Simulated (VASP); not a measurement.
# B (R-3m) in VASP: relaxation of cell and atoms with r2SCAN

Aim: the relaxation of cell and atoms of B with r2SCAN.

Everything below comes from runs of VASP 6.6.1. Logs are shortened: lines on timing, memory, paths and dates and some standing lists are left out, and cuts for length are marked.

## (1) The cell of the first run

Symmetry: R-3m, No. 166, trigonal system. The conventional cell has a = 4.898 Å, b = 4.898 Å, c = 12.524 Å, α = 90.00°, β = 90.00°, γ = 120.00°. Within 2.2 Å of B (site symmetry m) lie 6 B at 1.67 to 1.80 Å. Within 2.4 Å of B (site symmetry m) lie 7 B at 1.77 to 2.01 Å.

## (2) Relaxation of cell and atoms, r2SCAN

POSCAR

```
B
1.0
    2.4491963929      1.4140441968      4.1747204365
   -2.4491963929      1.4140441968      4.1747204365
    0.0000000000     -2.8280883935      4.1747204365
B
12
Direct
    0.0099700400      0.6542851200      0.0099700400
    0.0099700400      0.0099700400      0.6542851200
    0.6542851200      0.0099700400      0.0099700400
    0.3457148800      0.9900299600      0.9900299600
    0.9900299600      0.3457148800      0.9900299600
    0.9900299600      0.9900299600      0.3457148800
    0.2205655700      0.6316348300      0.2205655700
    0.2205655700      0.2205655700      0.6316348300
    0.6316348300      0.2205655700      0.2205655700
    0.3683651700      0.7794344300      0.7794344300
    0.7794344300      0.3683651700      0.7794344300
    0.7794344300      0.7794344300      0.3683651700
```

INCAR.step1

```
PREC     = Accurate       # precision mode
ENCUT    = 550            # plane-wave cutoff, eV
ISMEAR   = 0              # smearing method
SIGMA    = 0.02           # smearing width, eV
LREAL    = F              # projectors in reciprocal space
LASPH    = T              # aspherical terms in the spheres
NELM     = 120            # most SCF steps
GGA      = PE             # functional
ALGO     = Normal         # electronic algorithm
EDIFF    = 1E-5           # SCF threshold, eV
LWAVE    = T              # write WAVECAR
LCHARG   = F              # write CHGCAR
GGA_COMPAT= F            
IBRION   = 2              # ionic algorithm
ISIF     = 3              # what is computed and relaxed
EDIFFG   = -0.005         # ionic threshold
NELMIN   = 4            
NSW      = 100            # ionic steps
```

INCAR.step2

```
PREC     = Accurate       # precision mode
ENCUT    = 550            # plane-wave cutoff, eV
EDIFF    = 1E-7           # SCF threshold, eV
ISMEAR   = 0              # smearing method
SIGMA    = 0.02           # smearing width, eV
LREAL    = F              # projectors in reciprocal space
LASPH    = T              # aspherical terms in the spheres
NELM     = 120            # most SCF steps
ALGO     = Normal         # electronic algorithm
ISIF     = 3              # what is computed and relaxed
LWAVE    = F              # write WAVECAR
LCHARG   = F              # write CHGCAR
METAGGA  = R2SCAN         # meta-GGA
LMIXTAU  = T            
IBRION   = 2              # ionic algorithm
NSW      = 100            # ionic steps
EDIFFG   = -0.005         # ionic threshold
ISTART   = 1            
GGA_COMPAT= F            
NELMIN   = 4
```

KPOINTS

```
Automatic mesh
0
Gamma
  9 9 9
```

Potentials or basis: VASP PAW PBE potentials, release 64 (B).

Command:

```bash
$ cat potpaw_PBE.64/B/POTCAR > POTCAR
$ cp INCAR.step1 INCAR
$ mpirun -np 1 vasp_std > vasp.out
$ cp INCAR.step2 INCAR
$ mpirun -np 1 vasp_std > vasp.out
```

OUTCAR:

```text
PREC = Accurate
   ENCUT = 550
   EDIFF = 1E-7
   ISMEAR = 0
   LREAL = F
   LASPH = T
   NELM = 120
   ISIF = 3
   METAGGA = R2SCAN
   IBRION = 2
   NSW = 100
   EDIFFG = -0.005
   ISTART = 1
   NELMIN = 4

 ion  position               nearest neighbor table
   1  0.010  0.654  0.010-   5 1.67   3 1.74   2 1.74   7 1.79  12 1.80  10 1.80
   2  0.010  0.010  0.654-   6 1.67   3 1.74   1 1.74   8 1.79  10 1.80  11 1.80
   3  0.654  0.010  0.010-   4 1.67   1 1.74   2 1.74   9 1.79  12 1.80  11 1.80
   4  0.346  0.990  0.990-   3 1.67   5 1.74   6 1.74  10 1.79   8 1.80   7 1.80
   5  0.990  0.346  0.990-   1 1.67   4 1.74   6 1.74  11 1.79   8 1.80   9 1.80
   6  0.990  0.990  0.346-   2 1.67   4 1.74   5 1.74  12 1.79   9 1.80   7 1.80
   7  0.221  0.632  0.221-  12 1.77  10 1.77   1 1.79   6 1.80   4 1.80   9 2.01   8 2.01
   8  0.221  0.221  0.632-  10 1.77  11 1.77   2 1.79   4 1.80   5 1.80   7 2.01   9 2.01
   9  0.632  0.221  0.221-  12 1.77  11 1.77   3 1.79   6 1.80   5 1.80   7 2.01   8 2.01
  10  0.368  0.779  0.779-   8 1.77   7 1.77   4 1.79   2 1.80   1 1.80  11 2.01  12 2.01
  11  0.779  0.368  0.779-   8 1.77   9 1.77   5 1.79   2 1.80   3 1.80  10 2.01  12 2.01
  12  0.779  0.779  0.368-   7 1.77   9 1.77   6 1.79   3 1.80   1 1.80  10 2.01  11 2.01

  LATTYP: Found a trigonal (rhomboedric) cell.
 ALAT       =     5.0424572070
 COS(alpha) =     0.5281621509

  Lattice vectors:

 A1 = (   2.4491963929,   1.4140441968,   4.1747204365)
 A2 = (  -2.4491963929,   1.4140441968,   4.1747204365)
 A3 = (   0.0000000000,  -2.8280883935,   4.1747204365)

Analysis of symmetry for initial positions (statically):
=====================================================================
 Subroutine PRICEL returns:
 Original cell was already a primitive cell.

 Routine SETGRP: Setting up the symmetry group for a
 trigonal (rhombohedral) supercell.

 Subroutine GETGRP returns: Found 12 space group operations
 (whereof 12 operations were pure point group operations)
 out of a pool of 12 trial point group operations.

The static configuration has the point symmetry D_3d.

Analysis of symmetry for dynamics (positions and initial velocities):
=====================================================================
 Subroutine PRICEL returns:
 Original cell was already a primitive cell.

 Routine SETGRP: Setting up the symmetry group for a
 trigonal (rhombohedral) supercell.

 Subroutine GETGRP returns: Found 12 space group operations
 (whereof 12 operations were pure point group operations)
 out of a pool of 12 trial point group operations.

The dynamic configuration has the point symmetry D_3d.

 Subroutine INISYM returns: Found 12 space group operations
 (whereof 12 operations are pure point group operations),
 and found     1 'primitive' translations

----------------------------------------------------------------------------------------

                                     Primitive cell

  volume of cell :      86.7492

  direct lattice vectors                    reciprocal lattice vectors
     2.449196393  1.414044197  4.174720437     0.204148594  0.117865246  0.079845666
    -2.449196393  1.414044197  4.174720437    -0.204148594  0.117865246  0.079845666
     0.000000000 -2.828088393  4.174720437     0.000000000 -0.235730491  0.079845666

  length of vectors
     5.042457207  5.042457207  5.042457207     0.248885907  0.248885907  0.248885907

  position of ions in fractional coordinates (direct lattice)
     0.009970040  0.654285120  0.009970040
     0.009970040  0.009970040  0.654285120
     0.654285120  0.009970040  0.009970040
     0.345714880  0.990029960  0.990029960
     0.990029960  0.345714880  0.990029960
     0.990029960  0.990029960  0.345714880
     0.220565570  0.631634830  0.220565570
     0.220565570  0.220565570  0.631634830
     0.631634830  0.220565570  0.220565570
     0.368365170  0.779434430  0.779434430
     0.779434430  0.368365170  0.779434430
     0.779434430  0.779434430  0.368365170

  ion indices of the primitive-cell ions
   primitive index   ion index
                 1           1
                 2           2
                 3           3
                 4           4
                 5           5
                 6           6
                 7           7
                 8           8
                 9           9
                10          10
                11          11
                12          12

----------------------------------------------------------------------------------------

 KPOINTS: Automatic mesh

Automatic generation of k-mesh.
 Grid dimensions read from file:
 generate k-points for:    9    9    9

 Generating k-lattice:

  Cartesian coordinates                     Fractional coordinates (reciprocal lattice)
     0.022683177  0.013096138  0.008871741     0.111111111  0.000000000  0.000000000
    -0.022683177  0.013096138  0.008871741     0.000000000  0.111111111  0.000000000
     0.000000000 -0.026192277  0.008871741    -0.000000000 -0.000000000  0.111111111

  Length of vectors
     0.027653990  0.027653990  0.027653990

  Shift w.r.t. Gamma in fractional coordinates (k-lattice)
     0.000000000  0.000000000  0.000000000

 Subroutine IBZKPT returns following result:
 ===========================================

 Found     85 irreducible k-points:

 Following reciprocal coordinates:
            Coordinates               Weight
  0.000000  0.000000  0.000000      1.000000
  0.111111  0.000000  0.000000      6.000000
  0.222222  0.000000  0.000000      6.000000
  0.333333 -0.000000  0.000000      6.000000
  0.444444  0.000000  0.000000      6.000000
  0.111111  0.111111  0.000000      6.000000
[... 16 lines left out ...]
 -0.333333  0.333333  0.000000      6.000000
  0.444444  0.444444  0.000000      6.000000
 [... further k-points ...]
   k-points           NKPTS =     85   k-points in BZ     NKDIM =     85   number of bands    NBANDS=     25
   number of dos      NEDOS =    301   number of ions     NIONS =     12
   total plane-waves  NPLWV =  64000
   dimension x,y,z NGX =    40 NGY =   40 NGZ =   40
   dimension x,y,z NGXF=    80 NGYF=   80 NGZF=   80
   ions per type =              12
   NGX,Y,Z   is equivalent  to a cutoff of  13.19, 13.19, 13.19 a.u.
   NGXF,Y,Z  is equivalent  to a cutoff of  26.38, 26.38, 26.38 a.u.
 SYSTEM =  unknown system
   PREC   = accura    normal or accurate (medium, high low for compatibility)
   ISTART =      1    job   : 0-new  1-cont  2-samecut
   ICHARG =      0    charge: 1-file 2-atom 10-const
   ISPIN  =      1    spin polarized calculation?
   LNONCOLLINEAR =      F non collinear calculations
   LSORBIT =      F    spin-orbit coupling
   LASPH  =      T    aspherical Exc in radial PAW
   ENCUT  =  550.0 eV  40.42 Ry    6.36 a.u.   9.64  9.64  9.64*2*pi/ulx,y,z
   NELM   =    120;   NELMIN=  4; NELMDL=  0     # of ELM steps
   EDIFF  = 0.1E-06   stopping-criterion for ELM
   LREAL  =      F    real-space projection
   EDIFFG = -.5E-02   stopping-criterion for IOM
   NSW    =    100    number of steps for IOM
   IBRION =      2    ionic relax: 0-MD 1-quasi-New 2-CG
   NFREE  =      1    steps in history (QN), initial steepest desc. (CG)
   ISIF   =      3    stress and relaxation
   ISYM   =      2    0-nonsym 1-usesym 2-fastsym
   POTIM  = 0.5000    time-step for ionic-motion
   TEBEG  =    0.0;   TEEND  =   0.0 temperature during run
   PSTRESS=    0.0 pullay stress
   NELECT =      36.0000    total number of electrons
   NUPDOWN=      -1.0000    fix difference up-down
   EMIN   =  10.00;   EMAX   =-10.00  energy-range for DOS
   EFERMI =   0.00;   METHOD = LEGACY
   ISMEAR =     0;   SIGMA  =   0.02  broadening in eV -4-tet -1-fermi 0-gaus
   EFERMI_NEDOS =   21; number of points for ismear=-14 and -15
   IALGO  =     38    algorithm
   IMIX   =      4    mixing-type and parameters
     AMIX     =   0.40;   BMIX     =  1.00
     AMIX_MAG =   1.60;   BMIX_MAG =  1.00
  volume/ion in A,a.u.               =       7.23        48.78
  Fermi-wavevector in a.u.,A,eV,Ry     =   1.221108  2.307559 20.287697  1.491104
  Thomas-Fermi vector in A             =   2.356301
   LORBIT       =      0    0 simple, 1 ext, 2 COOP (PROOUT), +10 PAW based schemes
   METAGGA = R2SCAN    functional components
   LHFCALC =     F    Hartree Fock is set to
   AEXX    =    0.0000 exact exchange contribution
   IVDW    =     0    specifies the selected vdW correction
   LEPSILON=     F    determine dielectric tensor
   LRPA    =     F    only Hartree local field effects (RPA)
 conjugate gradient relaxation of ions
 non-spin polarized calculation
 Gauss-broadening in eV      SIGMA  =   0.02
  energy-cutoff  :      550.00
  volume of cell :       86.75
 maximum number of plane-waves:      2574
   NGX = 19   NGY = 19   NGZ = 19

--------------------------------------- Ionic step        1  -------------------------------------------

 number of electron      36.0000000 magnetization

 Free energy of the ion-electron system (eV)
  ---------------------------------------------------
  ext. energy  EPLUGINS =         0.00000000
  ---------------------------------------------------
  free energy    TOTEN  =       -88.13282200 eV

  energy without entropy =      -88.13282200  energy(sigma->0) =      -88.13282200

------------------------ aborting loop because EDIFF is reached ----------------------------------------

  FORCE on cell =-STRESS in cart. coord.  units (eV):
  Direction    XX          YY          ZZ          XY          YZ          ZX
  --------------------------------------------------------------------------------------
  -------------------------------------------------------------------------------------
  Total        0.0687267      0.0687267     -0.1921699      0.0000000     -0.0000000      0.0000000
  in kB        1.2693192      1.2693192     -3.5492022      0.0000000     -0.0000000      0.0000000
  external PRESSURE =      -0.3368546 kB  Pullay stress =       0.0000000 kB
[... 169 lines left out ...]
  energy  without entropy=      -88.1329133728  energy(sigma->0) =      -88.13291337

--------------------------------------- Ionic step        5  -------------------------------------------

 number of electron      36.0000000 magnetization

 Free energy of the ion-electron system (eV)
  ---------------------------------------------------
  ext. energy  EPLUGINS =         0.00000000
  ---------------------------------------------------
  free energy    TOTEN  =       -88.13292294 eV

  energy without entropy =      -88.13292294  energy(sigma->0) =      -88.13292294

 E-fermi :   5.9867     XC(G=0): -12.3043

 val. band max:        5.8962525352   @ k =   0.4444   0.4444   0.4444
 cond. band min:       7.5189259725   @ k =  -0.3333  -0.3333   0.2222
 fundamental gap:      1.6226734373
 Fermi energy:         5.9867430548

 k-point     1 :       0.0000    0.0000    0.0000
  band No.  band energies     occupation
      1     -11.2601      2.00000
      2      -5.2246      2.00000
      3      -4.9653      2.00000
      4      -4.9653      2.00000
      5      -3.6801      2.00000
      6      -3.0630      2.00000
[... 661 lines left out ...]
     24      11.8703      0.00000
     25      12.1428      0.00000

 [... further k-points ...]

------------------------ aborting loop because EDIFF is reached ----------------------------------------

  FORCE on cell =-STRESS in cart. coord.  units (eV):
  Direction    XX          YY          ZZ          XY          YZ          ZX
  --------------------------------------------------------------------------------------
  -------------------------------------------------------------------------------------
  Total        0.0094750      0.0094750      0.0071995      0.0000000      0.0000000      0.0000000
  in kB        0.1750285      0.1750285      0.1329950      0.0000000      0.0000000      0.0000000
  external PRESSURE =       0.1610173 kB  Pullay stress =       0.0000000 kB
[... 27 lines left out ...]
  FREE ENERGIE OF THE ION-ELECTRON SYSTEM (eV)
  ---------------------------------------------------
  free  energy   TOTEN  =       -88.1329229385 eV

  energy  without entropy=      -88.1329229385  energy(sigma->0) =      -88.13292294

 reached required accuracy - stopping structural energy minimisation
```

It took 24 min on 1 thread of Intel Xeon 6975P-C (Granite Rapids), shared host; peak memory 0.34 GiB.

What came out:

```yaml
Free_energy: -88.1329 eV
Relaxed_volume: 7.23 Å³/atom
Relaxed_cell: a = 5.041 Å, b = 5.041 Å, c = 5.041 Å, α = 58.16°, β = 58.16°, γ = 58.16°
Space_group_after_relaxing_to_0.1_Å: R-3m (No. 166)
Energy_gained_by_relaxing: 0.0 meV/atom
Ionic_steps: 5
Pressure_after_relaxing: 0.0 GPa
Largest_force_after_relaxing: 0.003 eV/Å
Band_gap_on_the_k_mesh: 1.62 eV (least direct gap 2.03 eV)
```

Forces on the atoms (eV/Å):
```
B    0.000  0.000 -0.002
B    0.000  0.001 -0.002
B    0.000  0.000 -0.002
B    0.000  0.000  0.002
B    0.000  0.000  0.002
B    0.000 -0.001  0.002
B   -0.002  0.001  0.001
B    0.000 -0.003  0.001
B    0.002  0.001  0.001
B   -0.002 -0.001 -0.001
B    0.002 -0.001 -0.001
B    0.000  0.003 -0.001
```

Step by step:
```
step  energy change (eV)  largest force (eV/Å)  pressure (GPa)  volume (Å³)
   1              0.0000                0.0127           -0.03        86.75
   2             -0.0001                0.0147            0.00        86.73
   3             -0.0001                0.0104           -0.01        86.73
   4             -0.0001                0.0124            0.04        86.73
   5             -0.0001                0.0031            0.02        86.73
```

Final structure:
```cif
data_structure
_symmetry_space_group_name_H-M 'P 1'
_symmetry_Int_Tables_number 1
_cell_length_a 5.0406
_cell_length_b 5.0406
_cell_length_c 5.0406
_cell_angle_alpha 58.157
_cell_angle_beta 58.157
_cell_angle_gamma 58.157
_cell_volume 86.73
loop_
_atom_site_label
_atom_site_type_symbol
_atom_site_fract_x
_atom_site_fract_y
_atom_site_fract_z
_atom_site_occupancy
B1 B 0.00989 0.65435 0.00989 1
B2 B 0.00989 0.00989 0.65435 1
B3 B 0.65435 0.00989 0.00989 1
B4 B 0.34565 0.99011 0.99011 1
B5 B 0.99011 0.34565 0.99011 1
B6 B 0.99011 0.99011 0.34565 1
B7 B 0.22058 0.63163 0.22058 1
B8 B 0.22058 0.22058 0.63163 1
B9 B 0.63163 0.22058 0.22058 1
B10 B 0.36837 0.77942 0.77942 1
B11 B 0.77942 0.36837 0.77942 1
B12 B 0.77942 0.77942 0.36837 1
```

Levels at points of the mesh, in eV from the valence-band top:
```
           k point  band 15  band 16  band 17  band 18  band 19  band 20  band 21  band 22
(0.00, 0.00, 0.00)    -1.38    -0.91    -0.91    -0.37     1.68     4.91     4.91     5.12
```

Caveat: the PAW data sets were made with another functional, which shifts forces and pressure a little.
